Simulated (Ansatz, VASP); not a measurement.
## Two plane-wave programs on In4BiP3

POSCAR

```
In4BiP3
1.0
    6.2367349177      0.0000000000      0.0000000000
    0.0000000000      6.2367349177      0.0000000000
    0.0000000000      0.0000000000      6.2367349177
P In Bi
3 4 1
Direct
    0.5000000000      0.0000000000      0.0000000000
    0.0000000000      0.5000000000      0.0000000000
    0.0000000000      0.0000000000      0.5000000000
    0.2352676136      0.7647323864      0.7647323864
    0.7647323864      0.2352676136      0.7647323864
    0.7647323864      0.7647323864      0.2352676136
    0.2352676136      0.2352676136      0.2352676136
    0.5000000000      0.5000000000      0.5000000000
```

INCAR.step1

```
SYSTEM = In4BiP3
PREC = Accurate
ENCUT = 520
ISMEAR = -1
SIGMA = 0.02
LREAL = .False.
LASPH = .True.
NELM = 60
NBANDS = 51
GGA = PE
ALGO = Normal
EDIFF = 1E-4
LWAVE = .True.
LCHARG = .False.
```

File INCAR.step2:

```
SYSTEM = In4BiP3
PREC = Accurate
ENCUT = 520
EDIFF = 1E-6
ISMEAR = -1
SIGMA = 0.02
LREAL = .False.
LASPH = .True.
NELM = 60
ALGO = Normal
ISIF = 2
LWAVE = .False.
LCHARG = .True.
METAGGA = R2SCAN
LMIXTAU = .True.
LELF = .True.
LVHAR = .True.
NBANDS = 51
ISTART = 1
```

File KPOINTS:

```
Automatic mesh
0
Gamma
  4 4 4
  0 0 0
```

Input for Ansatz:

```yaml
crystal:
  lattice:
    - [6.2367349177, 0.0, 0.0]
    - [0.0, 6.2367349177, 0.0]
    - [0.0, 0.0, 6.2367349177]
  atoms:
    - { symbol: P, position: [0.5, 0.0, 0.0] }
    - { symbol: In, position: [0.2352676136, 0.7647323864, 0.7647323864] }
    - { symbol: P, position: [0.0, 0.5, 0.0] }
    - { symbol: In, position: [0.7647323864, 0.2352676136, 0.7647323864] }
    - { symbol: P, position: [0.0, 0.0, 0.5] }
    - { symbol: In, position: [0.7647323864, 0.7647323864, 0.2352676136] }
    - { symbol: Bi, position: [0.5, 0.5, 0.5] }
    - { symbol: In, position: [0.2352676136, 0.2352676136, 0.2352676136] }
kpoints:
  mp_grid: { grid: [4, 4, 4] }
hamiltonian:
  xc: r2scan
scf:
  occupations: { method: fermi_dirac, width: 0.02 }
  n_extra_bands: 6
output:
  forces: true
  stress: true
  eigenvalues: true
```

Alike in both runs: task single point; functional r2SCAN; k mesh 4 × 4 × 4; occupations fermi-dirac, width 0.02 eV; no spin polarisation.

```csv
,VASP,Ansatz
version,VASP 6.6.1,Ansatz 0.2.0
potentials or method,"VASP PAW PBE potentials, release 64 (P, In_d, Bi_d)","plane waves, PAW"
plane-wave cutoff (eV),520,500
valence electrons in the cell,82,82
```

VASP gave:

| Item | Value |
| --- | --- |
| pressure (GPa) | -3.0 |
| rms of the force components (eV/Å) | 0.027 |

**Question.** Which values does Ansatz return?

**Answer.** Pressure (GPa): -2.9; rms of the force components (eV/Å): 0.026.

VASP's potentials were made for PBE, not for r2SCAN.

Neither program's run includes spin-orbit coupling.
